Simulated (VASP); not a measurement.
Set up this calculation in VASP 6.6.1, as the native input.

| Item | Value |
| --- | --- |
| Task | single point |
| Functional | LDA |
| Potentials or basis | VASP PAW LDA potentials, release 64 (Ta_pv, N) |
| Cutoff | 520 eV |
| k mesh | 15 × 15 × 8 |
| Occupations | gaussian, width 0.15 eV |
| Spin | no spin polarisation |
| Dipole correction | no |
| Further INCAR settings | ALGO = Normal; EDIFF = 1e-07; NBANDS = 20 |

The structure of Ta2N lies in POSCAR:

```
Ta2N
1.0
    3.0618406011     -0.0714939780      0.0000000000
   -1.5928359018      2.6873787319      0.0000000000
    0.0000000000      0.0000000000      4.8987035653
Ta N
2 1
Direct
    0.6666666667      0.3333333333      0.7466885012
    0.3333333333      0.6666666667      0.2533114988
    0.0000000000      0.0000000000      0.0000000000
```

This cell differs from its parent crystal: engineering shear strain xy -0.0467, normal strain along z +0.0233.

The input as run:

INCAR

```
  ALGO = Normal
  EDIFF = 1E-7
  ENCUT = 520
  ISIF = 2
  ISMEAR = 0
  LASPH = T
  LCHARG = T
  LELF = T
  LREAL = F
  LVHAR = T
  LWAVE = F
  NBANDS = 20
  NELM = 100
  PREC = Accurate
  SIGMA = 0.15
```

KPOINTS

```
k-points
0
Gamma
  15 15 8
```

Potentials or basis: VASP PAW LDA potentials, release 64 (Ta_pv, N).

The run is started by

```bash
$ cat potpaw_LDA.64/Ta_pv/POTCAR potpaw_LDA.64/N/POTCAR > POTCAR
$ mpirun -np 1 vasp_std > vasp.out
```

Results of the run:

```
Pressure               : -4.9 GPa
Largest force          : 0.152 eV/Å
Band gap on the k mesh : zero (an odd number of electrons rules out a gap without spin polarisation)
```

Caveat: the cell differs from its parent crystal (engineering shear strain xy -0.0467, normal strain along z +0.0233); the stress differs along the axes, from -8 to -3 GPa; spin-orbit coupling is left out, which moves the levels of the heavy elements.

Wall time 3.4 min on 1 thread of Intel(R) Xeon(R) 6975P-C (Granite Rapids), on a shared host, peak memory 0.67 GiB.
